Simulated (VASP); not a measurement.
# Na (P6/mmm) in VASP: further runs

The runs below take Na through relaxation of cell and atoms, with PBE.

Program: VASP 6.6.1. These are calculated values, not measurements. Logs are shortened: lines on timing, memory, paths and dates and some standing lists are left out, and cuts for length are marked.

### Step 1. The cell of the first run

It takes space group P6/mmm (No. 191, hexagonal). Conventional cell: a = 5.024 Å, b = 5.024 Å, c = 3.115 Å, α = 90.00°, β = 90.00°, γ = 120.00°. Within 4.1 Å of Na (site symmetry 6/mmm) lie 14 Na at 3.11 to 3.29 Å. Na (site symmetry -6m2) has 11 Na at 2.90 to 3.29 Å within 3.8 Å.

This isn't the form of Na at room conditions, which is bcc.

### Step 2. Relaxation of cell and atoms, PBE, target pressure 9.4 GPa, at which the enthalpy is minimised

INCAR reads:

```
SYSTEM = Na
ALGO     = Normal         ! electronic algorithm
EDIFF    = 1E-6           ! SCF threshold, eV
EDIFFG   = -0.005         ! ionic threshold
ENCUT    = 600            ! plane-wave cutoff, eV
GGA      = PE             ! functional
IBRION   = 2              ! ionic algorithm
ISIF     = 3              ! what is computed and relaxed
ISMEAR   = -1             ! smearing method
LASPH    = .True.         ! aspherical terms in the spheres
LCHARG   = .False.        ! write CHGCAR
LREAL    = .False.        ! projectors in reciprocal space
LWAVE    = .False.        ! write WAVECAR
NELM     = 80             ! most SCF steps
NSW      = 60             ! ionic steps
PREC     = Accurate       ! precision mode
PSTRESS  = 94.0         
SIGMA    = 0.08           ! smearing width, eV
```

KPOINTS reads:

```
k-points
0
Gamma
  7 7 10
  0 0 0
```

POSCAR reads:

```
Na
1.0
    5.0241710886      0.0000000000      0.0000000000
   -2.5120855443      4.3510597957      0.0000000000
    0.0000000000      0.0000000000      3.1149860749
Na
3
Direct
    0.0000000000      0.0000000000      0.0000000000
    0.3333333333      0.6666666667      0.5000000000
    0.6666666667      0.3333333333      0.5000000000
```

Potentials or basis: VASP PAW PBE potentials, release 64 (Na_pv).

Launch:

```sh
cat potpaw_PBE.64/Na_pv/POTCAR > POTCAR
mpirun -np 1 vasp_std > vasp.out
```

OUTCAR:

```text
SYSTEM = Na
   EDIFF = 1E-6
   EDIFFG = -0.005
   ENCUT = 600
   GGA = PE
   IBRION = 2
   ISIF = 3
   ISMEAR = -1
   LASPH = .True.
   LREAL = .False.
   NELM = 80
   NSW = 60
   PREC = Accurate
   PSTRESS = 94.0

 ion  position               nearest neighbor table
   1  0.000  0.000  0.000-
   2  0.333  0.667  0.500-
   3  0.667  0.333  0.500-

  LATTYP: Found a hexagonal cell.
 ALAT       =     5.0241710886
 C/A-ratio  =     0.6200000000

  Lattice vectors:

 A1 = (   5.0241710886,   0.0000000000,   0.0000000000)
 A2 = (  -2.5120855443,   4.3510597957,   0.0000000000)
 A3 = (   0.0000000000,   0.0000000000,   3.1149860749)

Analysis of symmetry for initial positions (statically):
=====================================================================
 Subroutine PRICEL returns:
 Original cell was already a primitive cell.

 Routine SETGRP: Setting up the symmetry group for a
 hexagonal supercell.

 Subroutine GETGRP returns: Found 24 space group operations
 (whereof 24 operations were pure point group operations)
 out of a pool of 24 trial point group operations.

The static configuration has the point symmetry D_6h.

Analysis of symmetry for dynamics (positions and initial velocities):
=====================================================================
 Subroutine PRICEL returns:
 Original cell was already a primitive cell.

 Routine SETGRP: Setting up the symmetry group for a
 hexagonal supercell.

 Subroutine GETGRP returns: Found 24 space group operations
 (whereof 24 operations were pure point group operations)
 out of a pool of 24 trial point group operations.

The dynamic configuration has the point symmetry D_6h.

 Subroutine INISYM returns: Found 24 space group operations
 (whereof 24 operations are pure point group operations),
 and found     1 'primitive' translations

----------------------------------------------------------------------------------------

                                     Primitive cell

  volume of cell :      68.0951

  direct lattice vectors                    reciprocal lattice vectors
     5.024171089  0.000000000  0.000000000     0.199037808  0.114914532  0.000000000
    -2.512085544  4.351059796  0.000000000     0.000000000  0.229829064  0.000000000
     0.000000000  0.000000000  3.114986075     0.000000000  0.000000000  0.321028722

  length of vectors
     5.024171089  5.024171089  3.114986075     0.229829064  0.229829064  0.321028722

  position of ions in fractional coordinates (direct lattice)
     0.000000000  0.000000000  0.000000000
     0.333333333  0.666666667  0.500000000
     0.666666667  0.333333333  0.500000000

  ion indices of the primitive-cell ions
   primitive index   ion index
                 1           1
                 2           2
                 3           3

----------------------------------------------------------------------------------------

 KPOINTS: k-points

Automatic generation of k-mesh.
 Grid dimensions read from file:
 generate k-points for:    7    7   10

 Generating k-lattice:

  Cartesian coordinates                     Fractional coordinates (reciprocal lattice)
     0.028433973  0.016416362  0.000000000     0.142857143  0.000000000  0.000000000
     0.000000000  0.032832723  0.000000000     0.000000000  0.142857143  0.000000000
     0.000000000  0.000000000  0.032102872     0.000000000  0.000000000  0.100000000

  Length of vectors
     0.032832723  0.032832723  0.032102872

  Shift w.r.t. Gamma in fractional coordinates (k-lattice)
     0.000000000  0.000000000  0.000000000

 Subroutine IBZKPT returns following result:
 ===========================================

 Found     48 irreducible k-points:

 Following reciprocal coordinates:
            Coordinates               Weight
  0.000000  0.000000  0.000000      1.000000
  0.142857  0.000000  0.000000      6.000000
  0.285714  0.000000  0.000000      6.000000
  0.428571  0.000000  0.000000      6.000000
  0.142857  0.142857  0.000000      6.000000
  0.285714  0.142857  0.000000     12.000000
[... 16 lines left out ...]
  0.428571  0.142857  0.200000     12.000000
  0.285714  0.285714  0.200000     12.000000
 [... further k-points ...]
   k-points           NKPTS =     48   k-points in BZ     NKDIM =     48   number of bands    NBANDS=     14
   number of dos      NEDOS =    301   number of ions     NIONS =      3
   total plane-waves  NPLWV =  44800
   dimension x,y,z NGX =    40 NGY =   40 NGZ =   28
   dimension x,y,z NGXF=    80 NGYF=   80 NGZF=   56
   ions per type =               3
   NGX,Y,Z   is equivalent  to a cutoff of  13.24, 13.24, 14.94 a.u.
   NGXF,Y,Z  is equivalent  to a cutoff of  26.47, 26.47, 29.89 a.u.
 SYSTEM =  Na
   PREC   = accura    normal or accurate (medium, high low for compatibility)
   ISTART =      0    job   : 0-new  1-cont  2-samecut
   ICHARG =      2    charge: 1-file 2-atom 10-const
   ISPIN  =      1    spin polarized calculation?
   LNONCOLLINEAR =      F non collinear calculations
   LSORBIT =      F    spin-orbit coupling
   LASPH  =      T    aspherical Exc in radial PAW
   ENCUT  =  600.0 eV  44.10 Ry    6.64 a.u.  10.03 10.03  6.22*2*pi/ulx,y,z
   NELM   =     80;   NELMIN=  2; NELMDL= -5     # of ELM steps
   EDIFF  = 0.1E-05   stopping-criterion for ELM
   LREAL  =      F    real-space projection
   EDIFFG = -.5E-02   stopping-criterion for IOM
   NSW    =     60    number of steps for IOM
   IBRION =      2    ionic relax: 0-MD 1-quasi-New 2-CG
   NFREE  =      1    steps in history (QN), initial steepest desc. (CG)
   ISIF   =      3    stress and relaxation
   ISYM   =      2    0-nonsym 1-usesym 2-fastsym
   POTIM  = 0.5000    time-step for ionic-motion
   TEBEG  =    0.0;   TEEND  =   0.0 temperature during run
   PSTRESS=   94.0 pullay stress
   NELECT =      21.0000    total number of electrons
   NUPDOWN=      -1.0000    fix difference up-down
   EMIN   =  10.00;   EMAX   =-10.00  energy-range for DOS
   EFERMI =   0.00;   METHOD = LEGACY
   ISMEAR =    -1;   SIGMA  =   0.08  broadening in eV -4-tet -1-fermi 0-gaus
   EFERMI_NEDOS =   21; number of points for ismear=-14 and -15
   IALGO  =     38    algorithm
   IMIX   =      4    mixing-type and parameters
     AMIX     =   0.40;   BMIX     =  1.00
     AMIX_MAG =   1.60;   BMIX_MAG =  1.00
  volume/ion in A,a.u.               =      22.70       153.18
  Fermi-wavevector in a.u.,A,eV,Ry     =   1.106053  2.090138 16.644741  1.223354
  Thomas-Fermi vector in A             =   2.242549
   LORBIT       =      0    0 simple, 1 ext, 2 COOP (PROOUT), +10 PAW based schemes
   GGA     = PE    functional components
   LHFCALC =     F    Hartree Fock is set to
   AEXX    =    0.0000 exact exchange contribution
   IVDW    =     0    specifies the selected vdW correction
   LEPSILON=     F    determine dielectric tensor
   LRPA    =     F    only Hartree local field effects (RPA)
 conjugate gradient relaxation of ions
 non-spin polarized calculation
  energy-cutoff  :      600.00
  volume of cell :       68.10
 maximum number of plane-waves:      2300
   NGX = 21   NGY = 21   NGZ = 13

--------------------------------------- Ionic step        1  -------------------------------------------

 number of electron      20.9999994 magnetization

 Free energy of the ion-electron system (eV)
  ---------------------------------------------------
  ext. energy  EPLUGINS =         0.00000000
  ---------------------------------------------------
  free energy    TOTEN  =        -3.02687676 eV

  energy without entropy =       -2.99653475  energy(sigma->0) =       -3.01170575

------------------------ aborting loop because EDIFF is reached ----------------------------------------

  FORCE on cell =-STRESS in cart. coord.  units (eV):
  Direction    XX          YY          ZZ          XY          YZ          ZX
  --------------------------------------------------------------------------------------
  -------------------------------------------------------------------------------------
  Total        4.1838004      4.1838004      3.7618725      0.0000000     -0.0000000      0.0000000
  in kB       98.4387206     98.4387206     88.5113727      0.0000000     -0.0000000      0.0000000
  external PRESSURE =       1.1296046 kB  Pullay stress =      94.0000000 kB
[... 219 lines left out ...]
  enthalpy is  TOTEN    =         0.9616822131 eV   P V=        3.9995132717

--------------------------------------- Ionic step        7  -------------------------------------------

 number of electron      21.0000005 magnetization

 Free energy of the ion-electron system (eV)
  ---------------------------------------------------
  ext. energy  EPLUGINS =         0.00000000
  ---------------------------------------------------
  free energy    TOTEN  =        -3.04368016 eV

  energy without entropy =       -3.01308373  energy(sigma->0) =       -3.02838194

 E-fermi :   2.2389     XC(G=0):  -7.9343

 val. band max:        2.2387798427   @ k =   0.2857   0.1429   0.1000
 cond. band min:       2.2652159798   @ k =   0.2857   0.0000   0.2000
 fundamental gap:      0.0264361371
 Fermi energy:         2.2388754455

 k-point     1 :       0.0000    0.0000    0.0000
  band No.  band energies     occupation
      1     -22.7690      2.00000
      2     -22.7690      2.00000
      3     -22.6653      2.00000
      4     -22.6653      2.00000
      5     -22.6324      2.00000
      6     -22.6054      2.00000
      7     -22.5144      2.00000
      8     -22.5144      2.00000
      9     -22.4790      2.00000
     10      -2.2745      2.00000
     11       4.6293      0.00000
     12       4.6293      0.00000
     13       4.6364      0.00000
     14       4.6364      0.00000
[... 375 lines left out ...]
 k-point    24 :       0.2857    0.2857    0.2000
  band No.  band energies     occupation
      1     -22.7818      2.00000
      2     -22.7254      2.00000
      3     -22.6976      2.00000
      4     -22.6715      2.00000
      5     -22.6655      2.00000
      6     -22.6291      2.00000
      7     -22.5287      2.00000
      8     -22.5166      2.00000
      9     -22.5152      2.00000
     10       0.3247      2.00000
     11       1.3777      1.99996
     12       1.3943      1.99995
     13       7.3110      0.00000
     14       7.4690      0.00000

 [... further k-points ...]

------------------------ aborting loop because EDIFF is reached ----------------------------------------

  FORCE on cell =-STRESS in cart. coord.  units (eV):
  Direction    XX          YY          ZZ          XY          YZ          ZX
  --------------------------------------------------------------------------------------
  -------------------------------------------------------------------------------------
  Total        4.0076751      4.0076751      4.0068263      0.0000000      0.0000000      0.0000000
  in kB       94.0547639     94.0547639     94.0348450      0.0000000      0.0000000      0.0000000
  external PRESSURE =       0.0481242 kB  Pullay stress =      94.0000000 kB
[... 18 lines left out ...]
  FREE ENERGIE OF THE ION-ELECTRON SYSTEM (eV)
  ---------------------------------------------------
  free  energy   TOTEN  =        -3.0436801572 eV

  energy  without entropy=       -3.0130837279  energy(sigma->0) =       -3.02838194

  enthalpy is  TOTEN    =         0.9616614123 eV   P V=        4.0053415696

 reached required accuracy - stopping structural energy minimisation
```

It took 3.8 min on 1 thread of Intel Xeon 8259CL, shared host; peak memory 0.22 GiB.

Results:

```yaml
Free_energy: -3.0437 eV
Relaxed_volume: 22.76 Å³/atom
Relaxed_cell: a = 5.106 Å, b = 5.106 Å, c = 3.024 Å, α = 90.00°, β = 90.00°, γ = 120.00°
Space_group_after_relaxing_to_0.1_Å: P6/mmm (No. 191)
Energy_change_on_relaxing_the_run_minimises_the_enthalpy: -5.6 meV/atom
Ionic_steps: 7
Pressure_after_relaxing: 9.4 GPa
Band_gap_on_the_k_mesh: zero (an odd number of electrons rules out a gap without spin polarisation)
```

Step by step:
```
step  energy change (eV)  largest force (eV/Å)  pressure (GPa)  volume (Å³)
   1              0.0000                0.0000            9.51        68.10
   2             -0.0110                0.0000            9.44        68.25
   3             -0.0413                0.0000            9.18        68.71
   4             -0.0891                0.0000            8.72        69.58
   5             -0.0550                0.0000            9.06        68.94
   6             -0.0110                0.0000            9.46        68.17
   7             -0.0168                0.0000            9.40        68.27
```

Final structure:
```xyz
3
Lattice="5.1057 0.0000 0.0000 -2.5528 4.4216 0.0000 0.0000 0.0000 3.0240" Properties=species:S:1:pos:R:3 pbc="T T T"
Na    0.0000    0.0000    3.0240
Na    0.0000    2.9478    1.5120
Na    2.5528    1.4739    1.5120
```

Levels at points of the mesh, in eV from the Fermi level:
| k point | band 7 | band 8 | band 9 | band 10 | band 11 | band 12 | band 13 | band 14 |
| --- | --- | --- | --- | --- | --- | --- | --- | --- |
| (0.00, 0.00, 0.00) | -24.75 | -24.75 | -24.72 | -4.51 | 2.39 | 2.39 | 2.40 | 2.40 |
| (0.00, 0.00, 0.50) | -24.87 | -24.75 | -24.75 | -0.51 | -0.29 | 5.41 | 5.41 | 5.50 |

Caveat: the cell is relaxed towards a set pressure, so the run minimises the enthalpy, not the energy.

### Step 3. Relaxation of cell and atoms, PBE, target pressure 9.4 GPa, at which the enthalpy is minimised

This run uses another cell than the first one, of 22.74 Å³/atom.

INCAR reads:

```
SYSTEM = Na
ALGO = Normal
EDIFF = 1E-6
EDIFFG = -0.005
ENCUT = 600
GGA = PE
IBRION = 2
ISIF = 3
ISMEAR = -1
LASPH = .TRUE.
LCHARG = .FALSE.
LREAL = .FALSE.
LWAVE = .FALSE.
NELM = 60
NSW = 32
PREC = Accurate
PSTRESS = 94.0
SIGMA = 0.08
```

KPOINTS reads:

```
k-points
0
G
  7 7 10
  0 0 0
```

POSCAR reads:

```
Na
1.0
    5.1047827798      0.0000000000      0.0000000000
   -2.5523913899      4.4208715681      0.0000000000
    0.0000000000      0.0000000000      3.0234860975
Na
3
Direct
    0.0000000000      0.0000000000      0.0000000000
    0.3333333333      0.6666666667      0.5000000000
    0.6666666667      0.3333333333      0.5000000000
```

Potentials or basis: VASP PAW PBE potentials, release 64 (Na_pv).

Launch:

```sh
cat potpaw_PBE.64/Na_pv/POTCAR > POTCAR
mpirun -np 1 vasp_std > vasp.out
```

Wall time 65 s (1 thread of Intel Xeon 8259CL, shared host); peak memory 0.2 GiB.

It converged, with:

| Quantity | Value |
| --- | --- |
| Free energy | -3.0415 eV |
| Pressure after relaxing | 9.4 GPa |
| Band gap on the k mesh | zero (an odd number of electrons rules out a gap without spin polarisation) |

Final structure:
```yaml
crystal:
  lattice:
    - [5.10478, 0.00000, 0.00000]
    - [-2.55239, 4.42087, 0.00000]
    - [0.00000, 0.00000, 3.02349]
  atoms:
    - { symbol: Na, position: [0.00000, 0.00000, 0.00000] }
    - { symbol: Na, position: [0.33333, 0.66667, 0.50000] }
    - { symbol: Na, position: [0.66667, 0.33333, 0.50000] }
```

Levels at points of the mesh, in eV from the Fermi level:
```
           k point  band 7  band 8  band 9  band 10  band 11  band 12  band 13  band 14
(0.00, 0.00, 0.00)  -24.75  -24.75  -24.72    -4.51     2.39     2.39     2.40     2.40
(0.00, 0.00, 0.50)  -24.87  -24.75  -24.75    -0.51    -0.28     5.41     5.41     5.50
```

Caveat: the cell is relaxed towards a set pressure, so the run minimises the enthalpy, not the energy.

The gap in the log of VASP goes by the Fermi energy; the results here count the filled bands.